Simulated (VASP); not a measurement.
# Na4CdIr (F-43m) in VASP: further runs

Na4CdIr is run at these levels: PBE; tasks: single point.

All numbers are computed with VASP 6.6.1; they aren't measurements. Logs are shortened: lines on timing, memory, paths and dates and some standing lists are left out, and cuts for length are marked.

## (1) The cell of the first run

The structure is cubic, space group F-43m (No. 216). Conventional cell: a = 7.685 Å, b = 7.685 Å, c = 7.685 Å, α = 90.00°, β = 90.00°, γ = 90.00°. Within 3.6 Å of Na (site symmetry 3m) lie 6 Na at 2.72 Å and 3 Ir at 3.19 Å and 3 Cd at 3.19 Å. Cd (site symmetry -43m) has 12 Na at 3.19 Å and 4 Ir at 3.33 Å within 4.2 Å. Within 4.2 Å of Ir (site symmetry -43m) lie 12 Na at 3.19 Å and 4 Cd at 3.33 Å.

## (2) Single point, PBE

The input, INCAR:

```
PREC     = Accurate       # precision mode
ENCUT    = 520            # plane-wave cutoff, eV
EDIFF    = 1E-6           # SCF threshold, eV
ISMEAR   = 0              # smearing method
SIGMA    = 0.1            # smearing width, eV
LREAL    = F              # projectors in reciprocal space
LASPH    = T              # aspherical terms in the spheres
NELM     = 60             # most SCF steps
ALGO     = Fast           # electronic algorithm
ISIF     = 2              # what is computed and relaxed
LWAVE    = F              # write WAVECAR
LCHARG   = F              # write CHGCAR
GGA      = PE             # functional
NBANDS   = 34             # bands
```

The input, KPOINTS:

```
Automatic mesh
0
Gamma
  4 4 4
```

The input, POSCAR:

```
Na4CdIr
1.0
    0.0000000000      3.8422917012      3.8422917012
    3.8422917012      0.0000000000      3.8422917012
    3.8422917012      3.8422917012      0.0000000000
Na Cd Ir
4 1 1
Direct
    0.3750000000      0.8750000000      0.3750000000
    0.3750000000      0.3750000000      0.8750000000
    0.3750000000      0.3750000000      0.3750000000
    0.8750000000      0.3750000000      0.3750000000
    0.7500000000      0.7500000000      0.7500000000
    0.0000000000      0.0000000000      0.0000000000
```

Potentials or basis: VASP PAW PBE potentials, release 64 (Na_pv, Cd, Ir).

On the command line:

```console
$ cat potpaw_PBE.64/Na_pv/POTCAR potpaw_PBE.64/Cd/POTCAR potpaw_PBE.64/Ir/POTCAR > POTCAR
$ mpirun -np 1 vasp_std > vasp.out
```

OUTCAR:

```text
PREC = Accurate
   ENCUT = 520
   EDIFF = 1E-6
   ISMEAR = 0
   LREAL = F
   LASPH = T
   NELM = 60
   ISIF = 2
   GGA = PE

 ion  position               nearest neighbor table
   1  0.375  0.875  0.375-   3 2.72   2 2.72   2 2.72   3 2.72   4 2.72   4 2.72   5 3.19   5 3.19
                             5 3.19
   2  0.375  0.375  0.875-   3 2.72   1 2.72   3 2.72   4 2.72   1 2.72   4 2.72   5 3.19   5 3.19
                             5 3.19
   3  0.375  0.375  0.375-   1 2.72   2 2.72   4 2.72   2 2.72   1 2.72   4 2.72   5 3.19   5 3.19
                             5 3.19
   4  0.875  0.375  0.375-   3 2.72   2 2.72   1 2.72   1 2.72   2 2.72   3 2.72   5 3.19   5 3.19
                             5 3.19
   5  0.750  0.750  0.750-   2 3.19   3 3.19   2 3.19   3 3.19   1 3.19   4 3.19   1 3.19   4 3.19
                             4 3.19   1 3.19   2 3.19   3 3.19   6 3.33   6 3.33   6 3.33   6 3.33
   6  0.000  0.000  0.000-   5 3.33   5 3.33   5 3.33   5 3.33

  LATTYP: Found a face centered cubic cell.
 ALAT       =     7.6845834024

  Lattice vectors:

 A1 = (   0.0000000000,   3.8422917012,   3.8422917012)
 A2 = (   3.8422917012,   0.0000000000,   3.8422917012)
 A3 = (   3.8422917012,   3.8422917012,   0.0000000000)

Analysis of symmetry for initial positions (statically):
=====================================================================
 Subroutine PRICEL returns:
 Original cell was already a primitive cell.

 Routine SETGRP: Setting up the symmetry group for a
 face centered cubic supercell.

 Subroutine GETGRP returns: Found 24 space group operations
 (whereof 24 operations were pure point group operations)
 out of a pool of 48 trial point group operations.

The static configuration has the point symmetry T_d .

Analysis of symmetry for dynamics (positions and initial velocities):
=====================================================================
 Subroutine PRICEL returns:
 Original cell was already a primitive cell.

 Routine SETGRP: Setting up the symmetry group for a
 face centered cubic supercell.

 Subroutine GETGRP returns: Found 24 space group operations
 (whereof 24 operations were pure point group operations)
 out of a pool of 48 trial point group operations.

The dynamic configuration has the point symmetry T_d .

 Subroutine INISYM returns: Found 24 space group operations
 (whereof 24 operations are pure point group operations),
 and found     1 'primitive' translations

----------------------------------------------------------------------------------------

                                     Primitive cell

  volume of cell :     113.4491

  direct lattice vectors                    reciprocal lattice vectors
     0.000000000  3.842291701  3.842291701    -0.130130672  0.130130672  0.130130672
     3.842291701  0.000000000  3.842291701     0.130130672 -0.130130672  0.130130672
     3.842291701  3.842291701  0.000000000     0.130130672  0.130130672 -0.130130672

  length of vectors
     5.433821034  5.433821034  5.433821034     0.225392935  0.225392935  0.225392935

  position of ions in fractional coordinates (direct lattice)
     0.375000000  0.875000000  0.375000000
     0.375000000  0.375000000  0.875000000
     0.375000000  0.375000000  0.375000000
     0.875000000  0.375000000  0.375000000
     0.750000000  0.750000000  0.750000000
     0.000000000  0.000000000  0.000000000

  ion indices of the primitive-cell ions
   primitive index   ion index
                 1           1
                 2           2
                 3           3
                 4           4
                 5           5
                 6           6

----------------------------------------------------------------------------------------

 KPOINTS: Automatic mesh

Automatic generation of k-mesh.
 Grid dimensions read from file:
 generate k-points for:    4    4    4

 Generating k-lattice:

  Cartesian coordinates                     Fractional coordinates (reciprocal lattice)
    -0.032532668  0.032532668  0.032532668     0.250000000  0.000000000  0.000000000
     0.032532668 -0.032532668  0.032532668     0.000000000  0.250000000  0.000000000
     0.032532668  0.032532668 -0.032532668     0.000000000  0.000000000  0.250000000

  Length of vectors
     0.056348234  0.056348234  0.056348234

  Shift w.r.t. Gamma in fractional coordinates (k-lattice)
     0.000000000  0.000000000  0.000000000

 Subroutine IBZKPT returns following result:
 ===========================================

 Found      8 irreducible k-points:

 Following reciprocal coordinates:
            Coordinates               Weight
  0.000000  0.000000  0.000000      1.000000
  0.250000  0.000000  0.000000      8.000000
  0.500000  0.000000  0.000000      4.000000
  0.250000  0.250000  0.000000      6.000000
  0.500000  0.250000  0.000000     24.000000
 -0.250000  0.250000  0.000000     12.000000
  0.500000  0.500000  0.000000      3.000000
 -0.250000  0.500000  0.250000      6.000000
   k-points           NKPTS =      8   k-points in BZ     NKDIM =      8   number of bands    NBANDS=     34
   number of dos      NEDOS =    301   number of ions     NIONS =      6
   total plane-waves  NPLWV =  64000
   dimension x,y,z NGX =    40 NGY =   40 NGZ =   40
   dimension x,y,z NGXF=    80 NGYF=   80 NGZF=   80
   ions per type =               4   1   1
   NGX,Y,Z   is equivalent  to a cutoff of  12.24, 12.24, 12.24 a.u.
   NGXF,Y,Z  is equivalent  to a cutoff of  24.48, 24.48, 24.48 a.u.
 SYSTEM =  unknown system
   PREC   = accura    normal or accurate (medium, high low for compatibility)
   ISTART =      0    job   : 0-new  1-cont  2-samecut
   ICHARG =      2    charge: 1-file 2-atom 10-const
   ISPIN  =      1    spin polarized calculation?
   LNONCOLLINEAR =      F non collinear calculations
   LSORBIT =      F    spin-orbit coupling
   LASPH  =      T    aspherical Exc in radial PAW
   ENCUT  =  520.0 eV  38.22 Ry    6.18 a.u.  10.10 10.10 10.10*2*pi/ulx,y,z
   NELM   =     60;   NELMIN=  2; NELMDL= -5     # of ELM steps
   EDIFF  = 0.1E-05   stopping-criterion for ELM
   LREAL  =      F    real-space projection
   EDIFFG = 0.1E-04   stopping-criterion for IOM
   NSW    =      0    number of steps for IOM
   IBRION =     -1    ionic relax: 0-MD 1-quasi-New 2-CG
   NFREE  =      0    steps in history (QN), initial steepest desc. (CG)
   ISIF   =      2    stress and relaxation
   ISYM   =      2    0-nonsym 1-usesym 2-fastsym
   POTIM  = 0.5000    time-step for ionic-motion
   TEBEG  =    0.0;   TEEND  =   0.0 temperature during run
   PSTRESS=    0.0 pullay stress
   NELECT =      49.0000    total number of electrons
   NUPDOWN=      -1.0000    fix difference up-down
   EMIN   =  10.00;   EMAX   =-10.00  energy-range for DOS
   EFERMI =   0.00;   METHOD = LEGACY
   ISMEAR =     0;   SIGMA  =   0.10  broadening in eV -4-tet -1-fermi 0-gaus
   EFERMI_NEDOS =   21; number of points for ismear=-14 and -15
   IALGO  =     68    algorithm
   IMIX   =      4    mixing-type and parameters
     AMIX     =   0.40;   BMIX     =  1.00
     AMIX_MAG =   1.60;   BMIX_MAG =  1.00
  volume/ion in A,a.u.               =      18.91       127.60
  Fermi-wavevector in a.u.,A,eV,Ry     =   1.237485  2.338507 20.835534  1.531369
  Thomas-Fermi vector in A             =   2.372050
   LORBIT       =      0    0 simple, 1 ext, 2 COOP (PROOUT), +10 PAW based schemes
   GGA     = PE    functional components
   LHFCALC =     F    Hartree Fock is set to
   AEXX    =    0.0000 exact exchange contribution
   IVDW    =     0    specifies the selected vdW correction
   LEPSILON=     F    determine dielectric tensor
   LRPA    =     F    only Hartree local field effects (RPA)
 non-spin polarized calculation
 RMM-DIIS sequential band-by-band and
 Gauss-broadening in eV      SIGMA  =   0.10
  energy-cutoff  :      520.00
  volume of cell :      113.45
 maximum number of plane-waves:      3119
   NGX = 21   NGY = 21   NGZ = 21

 number of electron      48.9999991 magnetization

 Free energy of the ion-electron system (eV)
  ---------------------------------------------------
  ext. energy  EPLUGINS =         0.00000000
  ---------------------------------------------------
  free energy    TOTEN  =       -11.69961898 eV

  energy without entropy =      -11.66031527  energy(sigma->0) =      -11.67996712

 E-fermi :   3.0814     XC(G=0):  -9.7285

 val. band max:        3.0467773387   @ k =  -0.2500   0.2500   0.0000
 cond. band min:       3.0964243817   @ k =   0.5000   0.2500   0.0000
 fundamental gap:      0.0496470430
 Fermi energy:         3.0813766928

 k-point     1 :       0.0000    0.0000    0.0000
  band No.  band energies     occupation
      1     -22.2144      2.00000
      2     -21.8359      2.00000
      3     -21.8359      2.00000
      4     -21.8359      2.00000
      5     -21.6738      2.00000
      6     -21.6738      2.00000
[... 26 lines left out ...]
     33       9.0823      0.00000
     34       9.0823      0.00000

 k-point     2 :       0.2500    0.0000    0.0000
  band No.  band energies     occupation
      1     -22.1654      2.00000
      2     -21.8389      2.00000
      3     -21.8170      2.00000
      4     -21.8170      2.00000
      5     -21.6614      2.00000
      6     -21.6614      2.00000
[... 26 lines left out ...]
     33       9.1496      0.00000
     34      10.0248      0.00000

 k-point     3 :       0.5000    0.0000    0.0000
  band No.  band energies     occupation
      1     -22.1040      2.00000
      2     -21.8449      2.00000
      3     -21.7975      2.00000
      4     -21.7975      2.00000
      5     -21.6651      2.00000
      6     -21.6236      2.00000
[... 26 lines left out ...]
     33      10.5967      0.00000
     34      11.3329      0.00000
[... 112 lines left out ...]
 k-point     7 :       0.5000    0.5000    0.0000
  band No.  band energies     occupation
      1     -21.9888      2.00000
      2     -21.9818      2.00000
      3     -21.7401      2.00000
      4     -21.7401      2.00000
      5     -21.6602      2.00000
      6     -21.6597      2.00000
[... 26 lines left out ...]
     33      10.8901      0.00000
     34      12.0297      0.00000

 k-point     8 :      -0.2500    0.5000    0.2500
  band No.  band energies     occupation
      1     -21.9863      2.00000
      2     -21.9790      2.00000
      3     -21.7539      2.00000
      4     -21.7529      2.00000
      5     -21.6640      2.00000
      6     -21.6622      2.00000
[... 26 lines left out ...]
     33      11.4717      0.00000
     34      11.5962      0.00000

------------------------ aborting loop because EDIFF is reached ----------------------------------------

  FORCE on cell =-STRESS in cart. coord.  units (eV):
  Direction    XX          YY          ZZ          XY          YZ          ZX
  --------------------------------------------------------------------------------------
  -------------------------------------------------------------------------------------
  Total        3.1170822      3.1170822      3.1170822      0.0000000     -0.0000000      0.0000000
  in kB       44.0207917     44.0207917     44.0207917      0.0000000     -0.0000000      0.0000000
  external PRESSURE =      44.0207917 kB  Pullay stress =       0.0000000 kB

 VOLUME and BASIS-vectors are now :
 -----------------------------------------------------------------------------
  energy-cutoff  :      520.00
  volume of cell :      113.45
      direct lattice vectors                 reciprocal lattice vectors
     0.000000000  3.842291701  3.842291701    -0.130130672  0.130130672  0.130130672
     3.842291701  0.000000000  3.842291701     0.130130672 -0.130130672  0.130130672
     3.842291701  3.842291701  0.000000000     0.130130672  0.130130672 -0.130130672

 POSITION                                       TOTAL-FORCE (eV/Angst)
 -----------------------------------------------------------------------------------
      4.80286      2.88172      4.80286         0.132547     -0.132547      0.132547
      4.80286      4.80286      2.88172         0.132547      0.132547     -0.132547
      2.88172      2.88172      2.88172        -0.132547     -0.132547     -0.132547
      2.88172      4.80286      4.80286        -0.132547      0.132547      0.132547
      5.76344      5.76344      5.76344        -0.000000     -0.000000     -0.000000
      0.00000      0.00000      0.00000        -0.000000     -0.000000     -0.000000
 -----------------------------------------------------------------------------------
    total drift:                               -0.000000     -0.000000     -0.000000

  FREE ENERGIE OF THE ION-ELECTRON SYSTEM (eV)
  ---------------------------------------------------
  free  energy   TOTEN  =       -11.6996189772 eV

  energy  without entropy=      -11.6603152724  energy(sigma->0) =      -11.67996712
```

Run time: 31 s. Hardware: 1 thread of AMD EPYC 9R45 (Zen 5), shared host; peak memory 0.22 GiB.

What came out:

| Property | Result |
| --- | --- |
| Free energy | -11.6996 eV |
| Pressure | 4.4 GPa |
| Band gap on the k mesh | zero (an odd number of electrons rules out a gap without spin polarisation) |

Caveat: the cell stands under pressure; spin-orbit coupling is left out, which moves the levels of the heavy elements.

## (3) Single point, PBE

This run uses another cell than the first one, of 21.16 Å³/atom.

The input, INCAR:

```
SYSTEM = Na4CdIr
  PREC = Accurate
  ENCUT = 520
  EDIFF = 1E-6
  ISMEAR = 0
  SIGMA = 0.1
  LREAL = .FALSE.
  LASPH = .TRUE.
  NELM = 80
  ALGO = Normal
  ISIF = 2
  LWAVE = .FALSE.
  LCHARG = .TRUE.
  GGA = PE
  LELF = .TRUE.
  LVHAR = .TRUE.
  NBANDS = 34
```

The input, KPOINTS:

```
Automatic mesh
0
G
  4 4 4
  0 0 0
```

The input, POSCAR:

```
Na4CdIr
1.0
    0.0000000000      3.9889547210      3.9889547210
    3.9889547210      0.0000000000      3.9889547210
    3.9889547210      3.9889547210      0.0000000000
Na Cd Ir
4 1 1
Direct
    0.3733937431      0.8798187706      0.3733937431
    0.3733937431      0.3733937431      0.8798187706
    0.3733937431      0.3733937431      0.3733937431
    0.8798187706      0.3733937431      0.3733937431
    0.7500000000      0.7500000000      0.7500000000
    0.0000000000      0.0000000000      0.0000000000
```

Potentials or basis: VASP PAW PBE potentials, release 64 (Na_pv, Cd, Ir).

On the command line:

```console
$ cat potpaw_PBE.64/Na_pv/POTCAR potpaw_PBE.64/Cd/POTCAR potpaw_PBE.64/Ir/POTCAR > POTCAR
$ mpirun -np 1 vasp_std > vasp.out
```

Run time: 33 s. Hardware: 1 thread of AMD EPYC 9R45 (Zen 5), shared host; peak memory 0.22 GiB.

Results (log left out):

| Item | Value |
| --- | --- |
| Free energy | -11.8925 eV |
| Pressure | 0.3 GPa |
| Largest force | 0.006 eV/Å |
| Band gap on the k mesh | zero (an odd number of electrons rules out a gap without spin polarisation) |

Forces on the atoms (eV/Å):
```
Na   0.004 -0.004  0.004
Na   0.004  0.004 -0.004
Na  -0.004 -0.004 -0.004
Na  -0.004  0.004  0.004
Cd   0.000  0.000  0.000
Ir   0.000  0.000  0.000
```

Levels at points of the mesh, in eV from the Fermi level:
```tsv
k point	band 22	band 23	band 24	band 25	band 26	band 27
(0.00, 0.00, 0.00)	-0.76	-0.76	1.05	2.06	2.72	2.72
(0.50, 0.00, 0.00)	-0.93	-0.68	-0.68	1.21	1.41	1.41
(0.50, 0.50, 0.00)	-0.69	-0.69	-0.69	-0.07	-0.07	1.03
```

Caveat: spin-orbit coupling is left out, which moves the levels of the heavy elements.
